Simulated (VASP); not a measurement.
# Ag (Im-3m) in VASP: notebook

Ag is run at these levels: LDA, RPBE, revPBE, BLYP; tasks: single point.

Everything below comes from runs of VASP 6.6.1. Logs are shortened: lines on timing, memory, paths and dates and some standing lists are left out, and cuts for length are marked.

## Step 1: The cell of the first run

It takes space group Im-3m (No. 229, cubic). The conventional cell has a = 3.183 Å, b = 3.183 Å, c = 3.183 Å, α = 90.00°, β = 90.00°, γ = 90.00°. Ag (site symmetry m-3m) has 14 Ag at 2.76 to 3.18 Å within 3.6 Å.

## Step 2: Single point, LDA

INCAR

```
SYSTEM = Ag
PREC     = Accurate       ! precision mode
ENCUT    = 520            ! plane-wave cutoff, eV
EDIFF    = 1E-6           ! SCF threshold, eV
ISMEAR   = -1             ! smearing method
SIGMA    = 0.05           ! smearing width, eV
LREAL    = .FALSE.        ! projectors in reciprocal space
LASPH    = .TRUE.         ! aspherical terms in the spheres
NELM     = 60             ! most SCF steps
ALGO     = Normal         ! electronic algorithm
ISIF     = 2              ! what is computed and relaxed
LWAVE    = .FALSE.        ! write WAVECAR
LCHARG   = .FALSE.        ! write CHGCAR
GGA      = CA             ! functional
NBANDS   = 12             ! bands
```

KPOINTS

```
Automatic mesh
0
G
  11 11 11
  0 0 0
```

POSCAR

```
Ag
1.0
   -1.5916509681      1.5916509681      1.5916509681
    1.5916509681     -1.5916509681      1.5916509681
    1.5916509681      1.5916509681     -1.5916509681
Ag
1
Direct
    0.0000000000      0.0000000000      0.0000000000
```

Potentials or basis: VASP PAW LDA potentials, release 64 (Ag).

The run is started by

```bash
$ cat potpaw_LDA.64/Ag/POTCAR > POTCAR
$ mpirun -np 1 vasp_std > vasp.out
```

OUTCAR:

```text
SYSTEM = Ag
   PREC = Accurate
   ENCUT = 520
   EDIFF = 1E-6
   ISMEAR = -1
   LREAL = .FALSE.
   LASPH = .TRUE.
   NELM = 60
   ISIF = 2
   GGA = CA

 ion  position               nearest neighbor table
   1  0.000  0.000  0.000-

  LATTYP: Found a body centered cubic cell.
 ALAT       =     3.1833019362

  Lattice vectors:

 A1 = (  -1.5916509681,   1.5916509681,   1.5916509681)
 A2 = (   1.5916509681,  -1.5916509681,   1.5916509681)
 A3 = (   1.5916509681,   1.5916509681,  -1.5916509681)

Analysis of symmetry for initial positions (statically):
=====================================================================
 Subroutine PRICEL returns:
 Original cell was already a primitive cell.

 Routine SETGRP: Setting up the symmetry group for a
 body centered cubic supercell.

 Subroutine GETGRP returns: Found 48 space group operations
[... 9 lines left out ...]

 Routine SETGRP: Setting up the symmetry group for a
 body centered cubic supercell.

 Subroutine GETGRP returns: Found 48 space group operations
[... 11 lines left out ...]
                                     Primitive cell

  volume of cell :      16.1289

  direct lattice vectors                    reciprocal lattice vectors
    -1.591650968  1.591650968  1.591650968     0.000000000  0.314139224  0.314139224
     1.591650968 -1.591650968  1.591650968     0.314139224  0.000000000  0.314139224
     1.591650968  1.591650968 -1.591650968     0.314139224  0.314139224  0.000000000

  length of vectors
     2.756820345  2.756820345  2.756820345     0.444259951  0.444259951  0.444259951

  position of ions in fractional coordinates (direct lattice)
     0.000000000  0.000000000  0.000000000

  ion indices of the primitive-cell ions
   primitive index   ion index
                 1           1

----------------------------------------------------------------------------------------

 KPOINTS: Automatic mesh

Automatic generation of k-mesh.
 Grid dimensions read from file:
 generate k-points for:   11   11   11

 Generating k-lattice:

  Cartesian coordinates                     Fractional coordinates (reciprocal lattice)
     0.000000000  0.028558111  0.028558111     0.090909091  0.000000000  0.000000000
     0.028558111  0.000000000  0.028558111     0.000000000  0.090909091  0.000000000
     0.028558111  0.028558111  0.000000000     0.000000000  0.000000000  0.090909091

  Length of vectors
[... 53 lines left out ...]
   ENCUT  =  520.0 eV  38.22 Ry    6.18 a.u.   5.13  5.13  5.13*2*pi/ulx,y,z
   NELM   =     60;   NELMIN=  2; NELMDL= -5     # of ELM steps
   EDIFF  = 0.1E-05   stopping-criterion for ELM
   LREAL  =      F    real-space projection
   EDIFFG = 0.1E-04   stopping-criterion for IOM
   NSW    =      0    number of steps for IOM
   IBRION =     -1    ionic relax: 0-MD 1-quasi-New 2-CG
   NFREE  =      0    steps in history (QN), initial steepest desc. (CG)
   ISIF   =      2    stress and relaxation
   ISYM   =      2    0-nonsym 1-usesym 2-fastsym
   POTIM  = 0.5000    time-step for ionic-motion
   TEBEG  =    0.0;   TEEND  =   0.0 temperature during run
   PSTRESS=    0.0 pullay stress
   NELECT =      11.0000    total number of electrons
   NUPDOWN=      -1.0000    fix difference up-down
   EMIN   =  10.00;   EMAX   =-10.00  energy-range for DOS
   EFERMI =   0.00;   METHOD = LEGACY
   ISMEAR =    -1;   SIGMA  =   0.05  broadening in eV -4-tet -1-fermi 0-gaus
   EFERMI_NEDOS =   21; number of points for ismear=-14 and -15
   IALGO  =     38    algorithm
   IMIX   =      4    mixing-type and parameters
     AMIX     =   0.40;   BMIX     =  1.00
     AMIX_MAG =   1.60;   BMIX_MAG =  1.00
  volume/ion in A,a.u.               =      16.13       108.84
  Fermi-wavevector in a.u.,A,eV,Ry     =   1.441024  2.723141 28.253182  2.076550
  Thomas-Fermi vector in A             =   2.559703
   LORBIT       =      0    0 simple, 1 ext, 2 COOP (PROOUT), +10 PAW based schemes
   GGA     = CA    functional components
   LHFCALC =     F    Hartree Fock is set to
   AEXX    =    0.0000 exact exchange contribution
   IVDW    =     0    specifies the selected vdW correction
   LEPSILON=     F    determine dielectric tensor
   LRPA    =     F    only Hartree local field effects (RPA)
 non-spin polarized calculation
  energy-cutoff  :      520.00
  volume of cell :       16.13
 maximum number of plane-waves:       446
 NGX is ok and might be reduce to    24
   NGX = 11   NGY = 11   NGZ = 11

 number of electron      11.0000000 magnetization

 Free energy of the ion-electron system (eV)
  ---------------------------------------------------
  ext. energy  EPLUGINS =         0.00000000
  ---------------------------------------------------
  free energy    TOTEN  =        -3.75140051 eV

  energy without entropy =       -3.74674813  energy(sigma->0) =       -3.74907432

 E-fermi :   8.9435     XC(G=0): -12.9129

 val. band max:        8.9294939184   @ k =  -0.2727   0.4545   0.0909
 cond. band min:       8.9937129431   @ k =  -0.4545   0.4545   0.0909
 fundamental gap:      0.0642190247
 Fermi energy:         8.9434720589

 k-point     1 :       0.0000    0.0000    0.0000
  band No.  band energies     occupation
      1       0.7154      2.00000
      2       3.8470      2.00000
      3       3.8470      2.00000
      4       3.8470      2.00000
      5       5.3399      2.00000
      6       5.3399      2.00000
      7      27.1088      0.00000
      8      27.1088      0.00000
      9      27.1088      0.00000
     10      34.0847      0.00000
     11      34.0849      0.00000
     12      34.1876      0.00000
[... 331 lines left out ...]
 k-point    24 :       0.3636    0.1818    0.0909
  band No.  band energies     occupation
      1       2.8281      2.00000
      2       3.1561      2.00000
      3       4.5841      2.00000
      4       5.3949      2.00000
      5       5.5299      2.00000
      6      11.8401      0.00000
      7      13.7103      0.00000
      8      18.1685      0.00000
      9      20.7665      0.00000
     10      32.0566      0.00000
     11      34.5090      0.00000
     12      36.4945      0.00000

 [... further k-points ...]
[... 5 lines left out ...]
  --------------------------------------------------------------------------------------
  -------------------------------------------------------------------------------------
  Total        0.0156815      0.0156815      0.0156815      0.0000000      0.0000000      0.0000000
  in kB        1.5577394      1.5577394      1.5577394      0.0000000      0.0000000      0.0000000
  external PRESSURE =       1.5577394 kB  Pullay stress =       0.0000000 kB

 VOLUME and BASIS-vectors are now :
 -----------------------------------------------------------------------------
  energy-cutoff  :      520.00
  volume of cell :       16.13
      direct lattice vectors                 reciprocal lattice vectors
    -1.591650968  1.591650968  1.591650968     0.000000000  0.314139224  0.314139224
     1.591650968 -1.591650968  1.591650968     0.314139224  0.000000000  0.314139224
     1.591650968  1.591650968 -1.591650968     0.314139224  0.314139224  0.000000000

 POSITION                                       TOTAL-FORCE (eV/Angst)
 -----------------------------------------------------------------------------------
      0.00000      0.00000      0.00000         0.000000      0.000000      0.000000
 -----------------------------------------------------------------------------------
    total drift:                               -0.000000      0.000000      0.000000

  FREE ENERGIE OF THE ION-ELECTRON SYSTEM (eV)
  ---------------------------------------------------
  free  energy   TOTEN  =        -3.7514005097 eV

  energy  without entropy=       -3.7467481326  energy(sigma->0) =       -3.74907432
```

OSZICAR:

```text
N       E                     dE             d eps       ncg     rms          rms(c)
DAV:   1     0.500097419238E+02    0.50010E+02   -0.55660E+03  1368   0.839E+02
DAV:   2    -0.330367843531E+01   -0.53313E+02   -0.50424E+02  1576   0.194E+02
DAV:   3    -0.407509622203E+01   -0.77142E+00   -0.77111E+00  1580   0.246E+01
DAV:   4    -0.407746390105E+01   -0.23677E-02   -0.23676E-02  1516   0.142E+00
DAV:   5    -0.407748199907E+01   -0.18098E-04   -0.18097E-04  1560   0.110E-01    0.632E+00
DAV:   6    -0.376927009015E+01    0.30821E+00   -0.12076E+00  1484   0.975E+00    0.391E+00
DAV:   7    -0.375647627694E+01    0.12794E-01   -0.98646E-03  1516   0.919E-01    0.215E+00
DAV:   8    -0.375138868258E+01    0.50876E-02   -0.95604E-04  1536   0.253E-01    0.846E-02
DAV:   9    -0.375140094232E+01   -0.12260E-04   -0.62717E-06  1520   0.189E-02    0.147E-02
DAV:  10    -0.375140050967E+01    0.43265E-06   -0.19138E-06  1500   0.107E-02
   1 F= -.37514005E+01 E0= -.37490743E+01  d E =-.465238E-02
```

It took 9.5 s on 1 thread of Intel Xeon 8259CL, shared host; peak memory 0.13 GiB.

What came out:

- Free energy: -3.7514 eV
- Pressure: 0.2 GPa

Levels at points of the mesh, in eV from the Fermi level:
```tsv
k point	band 2	band 3	band 4	band 5	band 6	band 7	band 8	band 9	band 10	band 11
(0.00, 0.00, 0.00)	-5.10	-5.10	-5.10	-3.60	-3.60	18.17	18.17	18.17	25.14	25.14
```

## Step 3: Single point, RPBE

This run uses another cell than the first one, of 18.83 Å³/atom, 1.168 times its volume.

INCAR

```
PREC = Accurate
ENCUT = 520
EDIFF = 1E-6
ISMEAR = -1
SIGMA = 0.05
LREAL = False
LASPH = True
NELM = 60
ALGO = Normal
ISIF = 2
LWAVE = False
LCHARG = True
GGA = RP
LELF = True
LVHAR = True
NBANDS = 12
```

KPOINTS

```
Automatic mesh
0
Gamma
  11 11 11
```

POSCAR

```
Ag
1.0
   -1.6759982540      1.6759982540      1.6759982540
    1.6759982540     -1.6759982540      1.6759982540
    1.6759982540      1.6759982540     -1.6759982540
Ag
1
Direct
    0.0000000000      0.0000000000      0.0000000000
```

Potentials or basis: VASP PAW PBE potentials, release 64 (Ag).

The run is started by

```bash
$ cat potpaw_PBE.64/Ag/POTCAR > POTCAR
$ mpirun -np 1 vasp_std > vasp.out
```

OUTCAR:

```text
PREC = Accurate
   ENCUT = 520
   EDIFF = 1E-6
   ISMEAR = -1
   LREAL = False
   LASPH = True
   NELM = 60
   ISIF = 2
   GGA = RP

 ion  position               nearest neighbor table
   1  0.000  0.000  0.000-

  LATTYP: Found a body centered cubic cell.
 ALAT       =     3.3519965080

  Lattice vectors:

 A1 = (  -1.6759982540,   1.6759982540,   1.6759982540)
 A2 = (   1.6759982540,  -1.6759982540,   1.6759982540)
 A3 = (   1.6759982540,   1.6759982540,  -1.6759982540)

Analysis of symmetry for initial positions (statically):
=====================================================================
 Subroutine PRICEL returns:
 Original cell was already a primitive cell.

 Routine SETGRP: Setting up the symmetry group for a
 body centered cubic supercell.

 Subroutine GETGRP returns: Found 48 space group operations
[... 9 lines left out ...]

 Routine SETGRP: Setting up the symmetry group for a
 body centered cubic supercell.

 Subroutine GETGRP returns: Found 48 space group operations
[... 11 lines left out ...]
                                     Primitive cell

  volume of cell :      18.8313
[... 134 lines left out ...]

 E-fermi :   7.2785     XC(G=0): -11.4835

 val. band max:        7.2542192623   @ k =  -0.3636   0.4545   0.0909
 cond. band min:       7.5234445695   @ k =  -0.4545   0.4545   0.0909
 fundamental gap:      0.2692253072
 Fermi energy:         7.2785419395

 k-point     1 :       0.0000    0.0000    0.0000
  band No.  band energies     occupation
      1       0.2470      2.00000
      2       2.6810      2.00000
      3       2.6810      2.00000
      4       2.6810      2.00000
      5       3.8037      2.00000
      6       3.8037      2.00000
      7      24.8693      0.00000
      8      24.8693      0.00000
      9      24.8693      0.00000
     10      29.7966      0.00000
     11      29.7966      0.00000
     12      29.7966      0.00000
[... 331 lines left out ...]
 k-point    24 :       0.3636    0.1818    0.0909
  band No.  band energies     occupation
      1       1.9397      2.00000
      2       2.1894      2.00000
      3       3.3173      2.00000
      4       3.8393      2.00000
      5       3.9385      2.00000
      6       9.9394      0.00000
      7      11.2975      0.00000
      8      15.6511      0.00000
      9      18.1057      0.00000
     10      28.9564      0.00000
     11      31.4533      0.00000
     12      32.6781      0.00000

 [... further k-points ...]
[... 5 lines left out ...]
  --------------------------------------------------------------------------------------
  -------------------------------------------------------------------------------------
  Total       -0.0084169     -0.0084169     -0.0084169     -0.0000000     -0.0000000     -0.0000000
  in kB       -0.7161127     -0.7161127     -0.7161127     -0.0000000     -0.0000000     -0.0000000
  external PRESSURE =      -0.7161127 kB  Pullay stress =       0.0000000 kB

 VOLUME and BASIS-vectors are now :
 -----------------------------------------------------------------------------
  energy-cutoff  :      520.00
  volume of cell :       18.83
      direct lattice vectors                 reciprocal lattice vectors
    -1.675998254  1.675998254  1.675998254     0.000000000  0.298329666  0.298329666
     1.675998254 -1.675998254  1.675998254     0.298329666  0.000000000  0.298329666
     1.675998254  1.675998254 -1.675998254     0.298329666  0.298329666  0.000000000

 POSITION                                       TOTAL-FORCE (eV/Angst)
 -----------------------------------------------------------------------------------
      0.00000      0.00000      0.00000        -0.000000      0.000000      0.000000
 -----------------------------------------------------------------------------------
    total drift:                               -0.000000      0.000000      0.000000

  FREE ENERGIE OF THE ION-ELECTRON SYSTEM (eV)
  ---------------------------------------------------
  free  energy   TOTEN  =        -2.1818818474 eV

  energy  without entropy=       -2.1786525275  energy(sigma->0) =       -2.18026719
```

OSZICAR:

```text
N       E                     dE             d eps       ncg     rms          rms(c)
DAV:   1     0.528061633146E+02    0.52806E+02   -0.54794E+03  1384   0.814E+02
DAV:   2    -0.155846211472E+01   -0.54365E+02   -0.51163E+02  1540   0.191E+02
DAV:   3    -0.234594294827E+01   -0.78748E+00   -0.78711E+00  1604   0.247E+01
DAV:   4    -0.234831558705E+01   -0.23726E-02   -0.23726E-02  1516   0.141E+00
DAV:   5    -0.234833511638E+01   -0.19529E-04   -0.19530E-04  1588   0.118E-01    0.387E+00
DAV:   6    -0.218647087071E+01    0.16186E+00   -0.65999E-01  1480   0.724E+00    0.276E+00
DAV:   7    -0.218289471172E+01    0.35762E-02   -0.68032E-03  1492   0.794E-01    0.160E+00
DAV:   8    -0.218185872867E+01    0.10360E-02   -0.11259E-03  1472   0.297E-01    0.716E-02
DAV:   9    -0.218187241013E+01   -0.13681E-04   -0.13552E-05  1520   0.296E-02    0.287E-02
DAV:  10    -0.218188227919E+01   -0.98691E-05   -0.98029E-06  1488   0.317E-02    0.474E-03
DAV:  11    -0.218188184740E+01    0.43178E-06   -0.13353E-07   820   0.332E-03
   1 F= -.21818818E+01 E0= -.21802672E+01  d E =-.322932E-02
```

stdout:

```text
POSCAR found type information on POSCAR Ag
 POSCAR found :  1 types and       1 ions
 scaLAPACK will be used
 -----------------------------------------------------------------------------
|                                                                             |
|                                                                             |
|     You enforced a specific xc type in the INCAR file but a different       |
|     I HOPE YOU KNOW WHAT YOU ARE DOING!                                     |
|                                                                             |
 -----------------------------------------------------------------------------

 LDA part: xc-table for (Slater+PW92), standard interpolation
 POSCAR, INCAR and KPOINTS ok, starting setup
 FFT: planning ... GRIDC
 FFT: planning ... GRID_SOFT
 FFT: planning ... GRID
 WAVECAR not read
 entering main loop
```

Wall time 11 s (1 thread of Intel Xeon 8259CL, shared host); peak memory 0.14 GiB.

What came out:

```
Free energy : -2.1819 eV
Pressure    : -0.1 GPa
```

Levels at points of the mesh, in eV from the Fermi level:
| k point | band 2 | band 3 | band 4 | band 5 | band 6 | band 7 | band 8 | band 9 | band 10 | band 11 |
| --- | --- | --- | --- | --- | --- | --- | --- | --- | --- | --- |
| (0.00, 0.00, 0.00) | -4.60 | -4.60 | -4.60 | -3.47 | -3.47 | 17.59 | 17.59 | 17.59 | 22.52 | 22.52 |

Caveat: the PAW data sets were made with another functional, which shifts forces and pressure a little.

## Step 4: Single point, revPBE

This run uses another cell than the first one, of 18.58 Å³/atom, 1.152 times its volume.

INCAR

```
PREC = Accurate ; ENCUT = 520
EDIFF = 1E-6 ; ISMEAR = -1
SIGMA = 0.05 ; LREAL = F
LASPH = T ; NELM = 80
ALGO = Normal ; ISIF = 2
LWAVE = F ; LCHARG = F
GGA = RE ; NBANDS = 12
```

KPOINTS

```
regular mesh
0
Gamma
  11 11 11
```

POSCAR

```
Ag
1.0
   -1.6685428427      1.6685428427      1.6685428427
    1.6685428427     -1.6685428427      1.6685428427
    1.6685428427      1.6685428427     -1.6685428427
Ag
1
Direct
    0.0000000000      0.0000000000      0.0000000000
```

The run is started by

```bash
$ cat potpaw_PBE.64/Ag/POTCAR > POTCAR
$ mpirun -np 1 vasp_std > vasp.out
```

It took 10 s on 1 thread of Intel Xeon 8259CL, shared host; peak memory 0.14 GiB.

The run converged. Its results:

* Free energy: -2.2775 eV
* Pressure: -0.1 GPa

Levels at points of the mesh, in eV from the Fermi level:
```tsv
k point	band 4	band 5	band 6	band 7	band 8	band 9
(0.00, 0.00, 0.00)	-4.63	-3.48	-3.48	17.65	17.65	17.65
```

Caveat: the PAW data sets were made with another functional, which shifts forces and pressure a little.

## Step 5: Single point, BLYP

This run uses another cell than the first one, of 19.43 Å³/atom, 1.204 times its volume.

INCAR

```
  PREC = Accurate
  ENCUT = 520
  EDIFF = 1E-6
  ISMEAR = -1
  SIGMA = 0.05
  LREAL = F
  LASPH = T
  NELM = 100
  ALGO = Normal
  ISIF = 2
  LWAVE = F
  LCHARG = F
  GGA = B5
  ALDAX = 1.0
  AGGAX = 1.0
  AGGAC = 1.0
  ALDAC = 0.0
  NBANDS = 12
```

KPOINTS

```
Automatic mesh
0
Gamma
  11 11 11
```

POSCAR

```
Ag
1.0
   -1.6934384695      1.6934384695      1.6934384695
    1.6934384695     -1.6934384695      1.6934384695
    1.6934384695      1.6934384695     -1.6934384695
Ag
1
Direct
    0.0000000000      0.0000000000      0.0000000000
```

The run is started by

```bash
$ cat potpaw_PBE.64/Ag/POTCAR > POTCAR
$ mpirun -np 1 vasp_std > vasp.out
```

Run time: 15 s. Hardware: 1 thread of Intel Xeon 8259CL, shared host; peak memory 0.14 GiB.

The run converged. Its results:

| Quantity | Value |
| --- | --- |
| Free energy | -2.0784 eV |
| Pressure | 0.1 GPa |

Levels at points of the mesh, in eV from the Fermi level:
```csv
k point,band 2,band 3,band 4,band 5,band 6,band 7,band 8,band 9,band 10,band 11
"(0.00, 0.00, 0.00)",-4.59,-4.59,-4.59,-3.51,-3.51,17.70,17.70,17.70,21.55,21.55
```

Caveat: the PAW data sets were made with another functional, which shifts forces and pressure a little.

## Step 6: Overview

```csv
level,potentials or basis,cell,gap on the mesh (eV),pressure (GPa)
LDA,"VASP PAW LDA potentials, release 64 (Ag)","a = 2.757 Å, angles 109.5°, 1 atom",none,0.2
RPBE,"VASP PAW PBE potentials, release 64 (Ag)","a = 2.903 Å, angles 109.5°, 1 atom",none,-0.1
revPBE,"VASP PAW PBE potentials, release 64 (Ag)","a = 2.890 Å, angles 109.5°, 1 atom",none,-0.1
BLYP,"VASP PAW PBE potentials, release 64 (Ag)","a = 2.933 Å, angles 109.5°, 1 atom",none,0.1
```

Alike in all rows: task single point; no spin polarisation; k mesh 11 × 11 × 11; cutoff (eV) 520; smearing fermi-dirac 0.05 eV.

Caveats: the PAW data sets were made with another functional, which shifts forces and pressure a little (some runs).

Absolute energies hang on the potentials; compare differences alone.
